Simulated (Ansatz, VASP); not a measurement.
# Al in VASP and in Ansatz

File INCAR:

```
  PREC = Accurate
  ENCUT = 520
  EDIFF = 1E-6
  ISMEAR = 0
  SIGMA = 0.15
  LREAL = False
  LASPH = True
  NELM = 60
  ALGO = Fast
  ISIF = 2
  LWAVE = False
  LCHARG = True
  GGA = PE
  LELF = True
  LVHAR = True
  NBANDS = 14
```

The input KPOINTS:

```
regular mesh
0
Gamma
  16 16 5
```

The input POSCAR:

```
Al
1.0
   -1.6174623135      1.6174623135     -1.6174623135
   -1.6174623135     -1.6174623135      1.6174623135
   -0.6469849254      6.1463567915      6.7933417169
Al
4
Direct
   -0.0875000000     -0.2625000000      0.8750000000
    0.4875000000      0.4625000000      0.1250000000
   -0.0375000000     -0.1125000000      0.3750000000
    0.4375000000      0.3125000000      0.6250000000
```

Input for Ansatz:

```yaml
crystal:
  lattice:
    - [-1.6174623135, 1.6174623135, -1.6174623135]
    - [-1.6174623135, -1.6174623135, 1.6174623135]
    - [-0.6469849254, 6.1463567915, 6.7933417169]
  atoms:
    - { symbol: Al, position: [-0.0875, -0.2625, 0.875] }
    - { symbol: Al, position: [0.4875, 0.4625, 0.125] }
    - { symbol: Al, position: [-0.0375, -0.1125, 0.375] }
    - { symbol: Al, position: [0.4375, 0.3125, 0.625] }
basis:
  ecutwfc: 420
kpoints:
  mp_grid: { grid: [16, 16, 5] }
hamiltonian:
  xc: pbe
  pseudopotentials: { kind: paw, azcp: { folder: soft_1 } }
scf:
  occupations: { method: gaussian, width: 0.15 }
output:
  forces: true
  stress: true
  eigenvalues: true
```

Alike in both runs: task single point; functional PBE; k mesh 16 × 16 × 5; occupations gaussian, width 0.15 eV; no spin polarisation.

|  | VASP | Ansatz |
| --- | --- | --- |
| version | VASP 6.6.1 | Ansatz 0.2.0 |
| potentials or method | VASP PAW PBE potentials, release 64 (Al), cutoff 520 eV | scalar-relativistic, plane waves, PAW |
| valence electrons in the cell | 12 | 12 |

Ansatz gave:

* gap on the k mesh at the Fermi level (eV): none
* pressure (GPa): 1.1
* traceless stress, the component that is largest in VASP (GPa): 1.97
* rms of the force components (eV/Å): 0.317

Question: Which values does VASP return?

Answer: gap on the k mesh at the Fermi level (eV): none; pressure (GPa): 1.2; traceless stress, the component that is largest in VASP (GPa): 1.97; rms of the force components (eV/Å): 0.317.

Atom by atom the forces differ by 0.000 eV/Å (rms over components). A gap of «none» marks a metal or a gap that the smearing closes.
